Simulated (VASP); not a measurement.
Wanted: the native input for a VASP 6.6.1 run.

| Item | Value |
| --- | --- |
| Task | single point |
| Functional | PBEsol |
| Potentials or basis | VASP PAW PBE potentials, release 64 (Zn, S) |
| Cutoff | 500 eV |
| k mesh | 9 × 9 × 9 |
| Occupations | fermi-dirac, width 0.05 eV |
| Spin | no spin polarisation |
| Dipole correction | no |
| Further INCAR settings | ALGO = Normal; EDIFF = 1e-06; NBANDS = 16 |

The structure of ZnS lies in POSCAR:

```
ZnS
1.0
    0.0000000000      2.5895636458      2.5895636458
    2.5895636458      0.0000000000      2.5895636458
    2.5895636458      2.5895636458      0.0000000000
Zn S
1 1
Direct
    0.7500000000      0.7500000000      0.7500000000
    0.0000000000      0.0000000000      0.0000000000
```

One way to write it, as run:

INCAR

```
PREC = Accurate
ENCUT = 500
EDIFF = 1E-6
ISMEAR = -1
SIGMA = 0.05
LREAL = False
LASPH = True
NELM = 120
ALGO = Normal
ISIF = 2
LWAVE = False
LCHARG = True
GGA = PS
LELF = True
LVHAR = True
NBANDS = 16
GGA_COMPAT = False
```

KPOINTS

```
Automatic mesh
0
Gamma
  9 9 9
```

Potentials or basis: VASP PAW PBE potentials, release 64 (Zn, S).

Run with:

```sh
$ cat potpaw_PBE.64/Zn/POTCAR potpaw_PBE.64/S/POTCAR > POTCAR
$ mpirun -np 1 vasp_std > vasp.out
```

It gave:

```json
{"Pressure": "10.2 GPa", "Band gap on the k mesh": "2.55 eV"}
```

Caveat: the cell stands under pressure; the PAW data sets were made with another functional, which shifts forces and pressure a little; an odd mesh through Γ misses points on the zone boundary, where band edges can lie.

Wall time 39 s on 1 thread of AMD EPYC 7R13, on a shared host, peak memory 0.13 GiB.
